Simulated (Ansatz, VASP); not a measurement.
Fe: VASP beside Ansatz

```
Fe
1.0
     2.79150    0.00000    0.00000
     0.00000    2.79150    0.00000
     0.00000    0.00000    2.79150
Fe
2
Direct
  0.00000 0.00000 0.00000
  0.50000 0.50000 0.50000
```

Alike in both runs: task single point; functional PBE; k mesh 6 × 6 × 6; occupations fermi-dirac, width 0.1 eV; collinear spin.

|  | VASP | Ansatz |
| --- | --- | --- |
| version | VASP 6.6.1 | Ansatz 0.2.0 |
| potentials or method | VASP PAW PBE potentials, release 64 (Fe), cutoff 600 eV | plane waves (420 eV) with PAW, scalar-relativistic |
| valence electrons in the cell | 16 | 32 |

```tsv
	VASP	Ansatz	Ansatz less VASP
net moment per atom (μB)	2.06	2.06	-0.008
size of the moment on the site where the two differ most (μB)	2.06	2.10	+0.045
```

Site moments also hang on the region over which each program counts them. The functional is the same, so the differences come from potentials, cutoffs and numerics. VASP's potentials hold 16 valence electrons a cell and Ansatz's 32, so a difference there can come from the potentials and not from the codes.

The k mesh is coarse, so the values compare programs but aren't converged.
